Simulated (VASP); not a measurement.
# GeSb4Te7 (P-3m1) in VASP: further runs

Aim: see how the results for GeSb4Te7 move with the level of theory and the settings. Levels: r2SCAN, PBE+D3(BJ). Tasks: single point.

All numbers are computed with VASP 6.6.1; they aren't measurements. Logs are shortened: lines on timing, memory, paths and dates and some standing lists are left out, and cuts for length are marked.

## Step 1: The cell of the first run

The structure is trigonal, space group P-3m1 (No. 164). The conventional cell has a = 4.266 Å, b = 4.266 Å, c = 24.224 Å, α = 90.00°, β = 90.00°, γ = 120.00°. Within 3.9 Å of Ge (site symmetry -3m) lie 6 Te at 2.98 Å. Within 3.9 Å of Sb (site symmetry 3m) lie 6 Te at 3.00 to 3.16 Å. Sb (site symmetry 3m) has 6 Te at 2.99 to 3.18 Å within 3.9 Å. Te (site symmetry 3m) has 3 Sb at 3.00 Å and 3 Te at 3.92 Å within 4.0 Å. Te (site symmetry 3m) has 3 Sb at 2.99 Å and 3 Te at 3.92 Å within 4.0 Å. Within 3.9 Å of Te (site symmetry 3m) lie 3 Ge at 2.98 Å and 3 Sb at 3.18 Å. Te (site symmetry -3m) has 6 Sb at 3.16 Å and 12 Te at 4.27 to 4.43 Å within 4.5 Å.

## Step 2: Single point, r2SCAN

POSCAR

```
GeSb4Te7
1.0
    4.2656559796      0.0000000000      0.0000000000
   -2.1328279898      3.6941664421      0.0000000000
    0.0000000000      0.0000000000     24.2241478557
Ge Sb Te
1 4 7
Direct
    0.0000000000      0.0000000000      0.5000000000
    0.6666666667      0.3333333333      0.9182117396
    0.3333333333      0.6666666667      0.3480243046
    0.3333333333      0.6666666667      0.0817882604
    0.6666666667      0.3333333333      0.6519756954
    0.3333333333      0.6666666667      0.8477998835
    0.6666666667      0.3333333333      0.1522001165
    0.0000000000      0.0000000000      0.7219453688
    0.6666666667      0.3333333333      0.4308888333
    0.3333333333      0.6666666667      0.5691111667
    0.0000000000      0.0000000000      0.0000000000
    0.0000000000      0.0000000000      0.2780546312
```

INCAR.step1

```
  PREC = Accurate
  ENCUT = 520
  ISMEAR = 0
  SIGMA = 0.01
  LREAL = False
  LASPH = True
  NELM = 80
  NBANDS = 50
  GGA = PE
  ALGO = Normal
  EDIFF = 1E-4
  LWAVE = True
  LCHARG = False
  KPAR = 4
```

INCAR.step2

```
  PREC = Accurate
  ENCUT = 520
  EDIFF = 1E-6
  ISMEAR = 0
  SIGMA = 0.01
  LREAL = False
  LASPH = True
  NELM = 80
  ALGO = Normal
  ISIF = 2
  LWAVE = False
  LCHARG = False
  METAGGA = R2SCAN
  LMIXTAU = True
  NBANDS = 50
  ISTART = 1
  KPAR = 4
```

KPOINTS

```
Automatic mesh
0
Gamma
  12 12 2
```

Potentials or basis: VASP PAW PBE potentials, release 64 (Ge_d, Sb, Te).

Launch:

```bash
> cat potpaw_PBE.64/Ge_d/POTCAR potpaw_PBE.64/Sb/POTCAR potpaw_PBE.64/Te/POTCAR > POTCAR
> cp INCAR.step1 INCAR
> mpirun -np 4 vasp_std > vasp.out
> cp INCAR.step2 INCAR
> mpirun -np 4 vasp_std > vasp.out
```

OUTCAR:

```text
PREC = Accurate
   ENCUT = 520
   EDIFF = 1E-6
   ISMEAR = 0
   LREAL = False
   LASPH = True
   NELM = 80
   ISIF = 2
   METAGGA = R2SCAN
   ISTART = 1

 ion  position               nearest neighbor table
   1  0.000  0.000  0.500-   9 2.98  10 2.98  10 2.98   9 2.98   9 2.98  10 2.98
   2  0.667  0.333  0.918-   6 3.00   6 3.00   6 3.00  11 3.16  11 3.16  11 3.16
   3  0.333  0.667  0.348-  12 2.99  12 2.99  12 2.99   9 3.18   9 3.18   9 3.18
   4  0.333  0.667  0.082-   7 3.00   7 3.00   7 3.00  11 3.16  11 3.16  11 3.16
   5  0.667  0.333  0.652-   8 2.99   8 2.99   8 2.99  10 3.18  10 3.18  10 3.18
   6  0.333  0.667  0.848-   2 3.00   2 3.00   2 3.00
   7  0.667  0.333  0.152-   4 3.00   4 3.00   4 3.00
   8  0.000  0.000  0.722-   5 2.99   5 2.99   5 2.99
   9  0.667  0.333  0.431-   1 2.98   1 2.98   1 2.98   3 3.18   3 3.18   3 3.18
  10  0.333  0.667  0.569-   1 2.98   1 2.98   1 2.98   5 3.18   5 3.18   5 3.18
  11  0.000  0.000  0.000-   2 3.16   4 3.16   4 3.16   2 3.16   2 3.16   4 3.16
  12  0.000  0.000  0.278-   3 2.99   3 2.99   3 2.99

  LATTYP: Found a hexagonal cell.
 ALAT       =     4.2656559796
 C/A-ratio  =     5.6788798655

  Lattice vectors:

 A1 = (   4.2656559796,   0.0000000000,   0.0000000000)
 A2 = (  -2.1328279898,   3.6941664421,   0.0000000000)
 A3 = (   0.0000000000,   0.0000000000,  24.2241478557)

Analysis of symmetry for initial positions (statically):
=====================================================================
 Subroutine PRICEL returns:
 Original cell was already a primitive cell.

 Routine SETGRP: Setting up the symmetry group for a
 hexagonal supercell.

 Subroutine GETGRP returns: Found 12 space group operations
 (whereof 12 operations were pure point group operations)
 out of a pool of 24 trial point group operations.

The static configuration has the point symmetry D_3d.

Analysis of symmetry for dynamics (positions and initial velocities):
=====================================================================
 Subroutine PRICEL returns:
 Original cell was already a primitive cell.

 Routine SETGRP: Setting up the symmetry group for a
 hexagonal supercell.

 Subroutine GETGRP returns: Found 12 space group operations
 (whereof 12 operations were pure point group operations)
 out of a pool of 24 trial point group operations.

The dynamic configuration has the point symmetry D_3d.

 Subroutine INISYM returns: Found 12 space group operations
 (whereof 12 operations are pure point group operations),
 and found     1 'primitive' translations

----------------------------------------------------------------------------------------

                                     Primitive cell

  volume of cell :     381.7252

  direct lattice vectors                    reciprocal lattice vectors
     4.265655980  0.000000000  0.000000000     0.234430532  0.135348531  0.000000000
    -2.132827990  3.694166442  0.000000000     0.000000000  0.270697061  0.000000000
     0.000000000  0.000000000 24.224147856     0.000000000  0.000000000  0.041281122

  length of vectors
     4.265655980  4.265655980 24.224147856     0.270697061  0.270697061  0.041281122

  position of ions in fractional coordinates (direct lattice)
     0.000000000  0.000000000  0.500000000
     0.666666667  0.333333333  0.918211740
     0.333333333  0.666666667  0.348024305
     0.333333333  0.666666667  0.081788260
     0.666666667  0.333333333  0.651975695
     0.333333333  0.666666667  0.847799884
     0.666666667  0.333333333  0.152200116
     0.000000000  0.000000000  0.721945369
     0.666666667  0.333333333  0.430888833
     0.333333333  0.666666667  0.569111167
     0.000000000  0.000000000  0.000000000
     0.000000000  0.000000000  0.278054631

  ion indices of the primitive-cell ions
   primitive index   ion index
                 1           1
                 2           2
                 3           3
                 4           4
                 5           5
                 6           6
                 7           7
                 8           8
                 9           9
                10          10
                11          11
                12          12

----------------------------------------------------------------------------------------

 KPOINTS: Automatic mesh

Automatic generation of k-mesh.
 Grid dimensions read from file:
 generate k-points for:   12   12    2

 Generating k-lattice:

  Cartesian coordinates                     Fractional coordinates (reciprocal lattice)
     0.019535878  0.011279044  0.000000000     0.083333333  0.000000000  0.000000000
     0.000000000  0.022558088  0.000000000     0.000000000  0.083333333  0.000000000
     0.000000000  0.000000000  0.020640561     0.000000000  0.000000000  0.500000000

  Length of vectors
     0.022558088  0.022558088  0.020640561

  Shift w.r.t. Gamma in fractional coordinates (k-lattice)
     0.000000000  0.000000000  0.000000000

 Subroutine IBZKPT returns following result:
 ===========================================

 Found     38 irreducible k-points:

 Following reciprocal coordinates:
            Coordinates               Weight
  0.000000  0.000000  0.000000      1.000000
  0.083333  0.000000  0.000000      6.000000
  0.166667  0.000000  0.000000      6.000000
  0.250000  0.000000  0.000000      6.000000
  0.333333  0.000000  0.000000      6.000000
  0.416667  0.000000  0.000000      6.000000
[... 16 lines left out ...]
  0.250000  0.000000  0.500000      6.000000
  0.333333  0.000000  0.500000      6.000000
 [... further k-points ...]
   k-points           NKPTS =     38   k-points in BZ     NKDIM =     38   number of bands    NBANDS=     50
   number of dos      NEDOS =    301   number of ions     NIONS =     12
   total plane-waves  NPLWV = 184320
   dimension x,y,z NGX =    32 NGY =   32 NGZ =  180
   dimension x,y,z NGXF=    64 NGYF=   64 NGZF=  360
   ions per type =               1   4   7
   NGX,Y,Z   is equivalent  to a cutoff of  12.47, 12.47, 12.35 a.u.
   NGXF,Y,Z  is equivalent  to a cutoff of  24.94, 24.94, 24.71 a.u.
 SYSTEM =  unknown system
   PREC   = accura    normal or accurate (medium, high low for compatibility)
   ISTART =      1    job   : 0-new  1-cont  2-samecut
   ICHARG =      0    charge: 1-file 2-atom 10-const
   ISPIN  =      1    spin polarized calculation?
   LNONCOLLINEAR =      F non collinear calculations
   LSORBIT =      F    spin-orbit coupling
   LASPH  =      T    aspherical Exc in radial PAW
   ENCUT  =  520.0 eV  38.22 Ry    6.18 a.u.   7.93  7.93 45.04*2*pi/ulx,y,z
   NELM   =     80;   NELMIN=  2; NELMDL=  0     # of ELM steps
   EDIFF  = 0.1E-05   stopping-criterion for ELM
   LREAL  =      F    real-space projection
   EDIFFG = 0.1E-04   stopping-criterion for IOM
   NSW    =      0    number of steps for IOM
   IBRION =     -1    ionic relax: 0-MD 1-quasi-New 2-CG
   NFREE  =      0    steps in history (QN), initial steepest desc. (CG)
   ISIF   =      2    stress and relaxation
   ISYM   =      2    0-nonsym 1-usesym 2-fastsym
   POTIM  = 0.5000    time-step for ionic-motion
   TEBEG  =    0.0;   TEEND  =   0.0 temperature during run
   PSTRESS=    0.0 pullay stress
   NELECT =      76.0000    total number of electrons
   NUPDOWN=      -1.0000    fix difference up-down
   EMIN   =  10.00;   EMAX   =-10.00  energy-range for DOS
   EFERMI =   0.00;   METHOD = LEGACY
   ISMEAR =     0;   SIGMA  =   0.01  broadening in eV -4-tet -1-fermi 0-gaus
   EFERMI_NEDOS =   21; number of points for ismear=-14 and -15
   IALGO  =     38    algorithm
   IMIX   =      4    mixing-type and parameters
     AMIX     =   0.40;   BMIX     =  1.00
     AMIX_MAG =   1.60;   BMIX_MAG =  1.00
  volume/ion in A,a.u.               =      31.81       214.67
  Fermi-wavevector in a.u.,A,eV,Ry     =   0.955937  1.806458 12.433205  0.913815
  Thomas-Fermi vector in A             =   2.084819
   LORBIT       =      0    0 simple, 1 ext, 2 COOP (PROOUT), +10 PAW based schemes
   METAGGA = R2SCAN    functional components
   LHFCALC =     F    Hartree Fock is set to
   AEXX    =    0.0000 exact exchange contribution
   IVDW    =     0    specifies the selected vdW correction
   LEPSILON=     F    determine dielectric tensor
   LRPA    =     F    only Hartree local field effects (RPA)
 non-spin polarized calculation
 Gauss-broadening in eV      SIGMA  =   0.01
  energy-cutoff  :      520.00
  volume of cell :      381.73
 maximum number of plane-waves:     10344
 NGX is ok and might be reduce to    32
   NGX = 15   NGY = 15   NGZ = 91

 number of electron      76.0000003 magnetization

 Free energy of the ion-electron system (eV)
  ---------------------------------------------------
  ext. energy  EPLUGINS =         0.00000000
  ---------------------------------------------------
  free energy    TOTEN  =      -295.91287191 eV

  energy without entropy =     -295.91287191  energy(sigma->0) =     -295.91287191

 E-fermi :   6.3299     XC(G=0):  -9.7222

 val. band max:        6.2272957221   @ k =   0.0000   0.0000   0.5000
 cond. band min:       6.6450869471   @ k =   0.0000   0.0000   0.5000
 fundamental gap:      0.4177912250
 Fermi energy:         6.3299417209

 k-point     1 :       0.0000    0.0000    0.0000
  band No.  band energies     occupation
      1     -19.4173      2.00000
      2     -19.4173      2.00000
      3     -19.4090      2.00000
      4     -19.4062      2.00000
      5     -19.4062      2.00000
      6      -7.6049      2.00000
[... 42 lines left out ...]
     49       7.9578      0.00000
     50       8.1463      0.00000

 k-point     2 :       0.0833    0.0000    0.0000
  band No.  band energies     occupation
      1     -19.4175      2.00000
      2     -19.4173      2.00000
      3     -19.4089      2.00000
      4     -19.4063      2.00000
      5     -19.4061      2.00000
      6      -7.5378      2.00000
[... 42 lines left out ...]
     49       8.1071      0.00000
     50       8.5100      0.00000

 k-point     3 :       0.1667    0.0000    0.0000
  band No.  band energies     occupation
      1     -19.4181      2.00000
      2     -19.4171      2.00000
      3     -19.4086      2.00000
      4     -19.4063      2.00000
      5     -19.4058      2.00000
      6      -7.3386      2.00000
[... 42 lines left out ...]
     49       8.4829      0.00000
     50       9.0462      0.00000

 k-point     4 :       0.2500    0.0000    0.0000
  band No.  band energies     occupation
      1     -19.4189      2.00000
      2     -19.4170      2.00000
      3     -19.4083      2.00000
      4     -19.4063      2.00000
      5     -19.4053      2.00000
      6      -7.0150      2.00000
[... 999 lines left out ...]
 k-point    23 :       0.2500    0.0000    0.5000
  band No.  band energies     occupation
      1     -19.4189      2.00000
      2     -19.4170      2.00000
      3     -19.4083      2.00000
      4     -19.4063      2.00000
      5     -19.4053      2.00000
      6      -6.9920      2.00000
[... 42 lines left out ...]
     49       8.9996      0.00000
     50       9.5952      0.00000

 k-point    24 :       0.3333    0.0000    0.5000
  band No.  band energies     occupation
      1     -19.4196      2.00000
      2     -19.4168      2.00000
      3     -19.4081      2.00000
      4     -19.4062      2.00000
      5     -19.4048      2.00000
      6      -6.5653      2.00000
[... 42 lines left out ...]
     49       9.3567      0.00000
     50       9.6720      0.00000

 [... further k-points ...]

------------------------ aborting loop because EDIFF is reached ----------------------------------------

  FORCE on cell =-STRESS in cart. coord.  units (eV):
  Direction    XX          YY          ZZ          XY          YZ          ZX
  --------------------------------------------------------------------------------------
  -------------------------------------------------------------------------------------
  Total        2.2402039      2.2402039      2.0466886      0.0000000     -0.0000000     -0.0000000
  in kB        9.4025864      9.4025864      8.5903639      0.0000000     -0.0000000     -0.0000000
  external PRESSURE =       9.1318455 kB  Pullay stress =       0.0000000 kB

 VOLUME and BASIS-vectors are now :
 -----------------------------------------------------------------------------
  energy-cutoff  :      520.00
  volume of cell :      381.73
      direct lattice vectors                 reciprocal lattice vectors
     4.265655980  0.000000000  0.000000000     0.234430532  0.135348531  0.000000000
    -2.132827990  3.694166442  0.000000000     0.000000000  0.270697061  0.000000000
     0.000000000  0.000000000 24.224147856     0.000000000  0.000000000  0.041281122

 POSITION                                       TOTAL-FORCE (eV/Angst)
 -----------------------------------------------------------------------------------
      0.00000      0.00000     12.11207        -0.000000      0.000000     -0.000000
      2.13283      1.23139     22.24290        -0.000000     -0.000000     -0.010673
     -0.00000      2.46278      8.43059        -0.000000      0.000000      0.038315
     -0.00000      2.46278      1.98125         0.000000      0.000000      0.010673
      2.13283      1.23139     15.79356         0.000000     -0.000000     -0.038315
     -0.00000      2.46278     20.53723         0.000000      0.000000     -0.010790
      2.13283      1.23139      3.68692        -0.000000      0.000000      0.010790
      0.00000      0.00000     17.48851         0.000000      0.000000      0.041308
      2.13283      1.23139     10.43791         0.000000      0.000000     -0.017339
     -0.00000      2.46278     13.78623        -0.000000      0.000000      0.017339
      0.00000      0.00000      0.00000        -0.000000      0.000000     -0.000000
      0.00000      0.00000      6.73564         0.000000      0.000000     -0.041308
 -----------------------------------------------------------------------------------
    total drift:                                0.000000     -0.000000     -0.000000

  FREE ENERGIE OF THE ION-ELECTRON SYSTEM (eV)
  ---------------------------------------------------
  free  energy   TOTEN  =      -295.9128719105 eV

  energy  without entropy=     -295.9128719105  energy(sigma->0) =     -295.91287191
```

Wall time 12 min (4 MPI ranks of Intel Xeon Platinum 8488C (Sapphire Rapids), shared host); peak memory 0.93 GiB.

Results:

```
Free energy            : -295.9129 eV
Pressure               : 0.9 GPa
Largest force          : 0.041 eV/Å
Band gap on the k mesh : 0.42 eV
```

Forces on the atoms (eV/Å):
```
Ge   0.000  0.000  0.000
Sb   0.000  0.000 -0.011
Sb   0.000  0.000  0.038
Sb   0.000  0.000  0.011
Sb   0.000  0.000 -0.038
Te   0.000  0.000 -0.011
Te   0.000  0.000  0.011
Te   0.000  0.000  0.041
Te   0.000  0.000 -0.017
Te   0.000  0.000  0.017
Te   0.000  0.000  0.000
Te   0.000  0.000 -0.041
```

Levels at points of the mesh, in eV from the valence-band top:
| k point | band 36 | band 37 | band 38 | band 39 | band 40 | band 41 |
| --- | --- | --- | --- | --- | --- | --- |
| (0.00, 0.00, 0.00) | -1.14 | -0.27 | -0.09 | 0.48 | 0.48 | 0.56 |
| (0.50, 0.00, 0.00) | -1.58 | -1.12 | -0.94 | 0.85 | 0.85 | 1.06 |
| (0.00, 0.00, 0.50) | -0.89 | -0.37 | 0.00 | 0.42 | 0.42 | 0.46 |
| (0.50, 0.00, 0.50) | -1.48 | -1.16 | -0.68 | 0.55 | 0.73 | 0.91 |

Caveat: the PAW data sets were made with another functional, which shifts forces and pressure a little; spin-orbit coupling is left out, which moves the levels of the heavy elements. A k mesh can miss the band edges.

## Step 3: Single point, PBE+D3(BJ)

This run uses another cell than the first one, of 30.63 Å³/atom.

INCAR

```
SYSTEM = GeSb4Te7
  PREC = Accurate
  ENCUT = 520
  EDIFF = 1E-7
  ISMEAR = -1
  SIGMA = 0.02
  LREAL = .FALSE.
  LASPH = .TRUE.
  NELM = 80
  ALGO = Normal
  ISIF = 2
  LWAVE = .FALSE.
  LCHARG = .FALSE.
  GGA = PE
  IVDW = 12
  NBANDS = 50
```

KPOINTS

```
Automatic mesh
0
G
  6 6 2
  0 0 0
```

POSCAR

```
GeSb4Te7
1.0
    4.2551879525      0.0000000000      0.0000000000
   -2.1275939762      3.6851008647      0.0000000000
    0.0000000000      0.0000000000     23.4421434903
Ge Sb Te
1 4 7
Direct
    0.0000000000      0.0000000000      0.5000000000
    0.6666666667      0.3333333333      0.9161089866
    0.3333333333      0.6666666667      0.3441381757
    0.3333333333      0.6666666667      0.0838910134
    0.6666666667      0.3333333333      0.6558618243
    0.3333333333      0.6666666667      0.8426454185
    0.6666666667      0.3333333333      0.1573545815
    0.0000000000      0.0000000000      0.7290039575
    0.6666666667      0.3333333333      0.4290274579
    0.3333333333      0.6666666667      0.5709725421
    0.0000000000      0.0000000000      0.0000000000
    0.0000000000      0.0000000000      0.2709960425
```

Potentials or basis: VASP PAW PBE potentials, release 64 (Ge_d, Sb, Te).

Launch:

```bash
> cat potpaw_PBE.64/Ge_d/POTCAR potpaw_PBE.64/Sb/POTCAR potpaw_PBE.64/Te/POTCAR > POTCAR
> mpirun -np 1 vasp_std > vasp.out
```

It took 18 min on 1 thread of Intel Xeon Platinum 8259CL at 2.50GHz (Skylake/Cascade Lake), shared host; peak memory 0.57 GiB.

Results (log left out):

* Free energy: -49.7764 eV
* Pressure: 0.0 GPa
* Largest force: 0.027 eV/Å
* Band gap on the k mesh: 0.08 eV
* Dispersion energy per atom: -0.449 eV

Forces on the atoms (eV/Å):
```
Ge   0.000  0.000  0.000
Sb   0.000  0.000  0.027
Sb   0.000  0.000  0.025
Sb   0.000  0.000 -0.027
Sb   0.000  0.000 -0.025
Te   0.000  0.000 -0.022
Te   0.000  0.000  0.022
Te   0.000  0.000  0.022
Te   0.000  0.000 -0.011
Te   0.000  0.000  0.011
Te   0.000  0.000  0.000
Te   0.000  0.000 -0.022
```

Levels at points of the mesh, in eV from the valence-band top:
| k point | band 36 | band 37 | band 38 | band 39 | band 40 | band 41 |
| --- | --- | --- | --- | --- | --- | --- |
| (0.00, 0.00, 0.00) | -1.34 | -0.43 | -0.19 | 0.23 | 0.23 | 0.29 |
| (0.50, 0.00, 0.00) | -1.67 | -1.16 | -1.12 | 0.65 | 0.66 | 0.77 |
| (0.00, 0.00, 0.50) | -1.16 | -0.52 | 0.00 | 0.08 | 0.11 | 0.11 |
| (0.50, 0.00, 0.50) | -1.45 | -1.18 | -0.66 | 0.18 | 0.31 | 0.49 |

Caveat: spin-orbit coupling is left out, which moves the levels of the heavy elements.
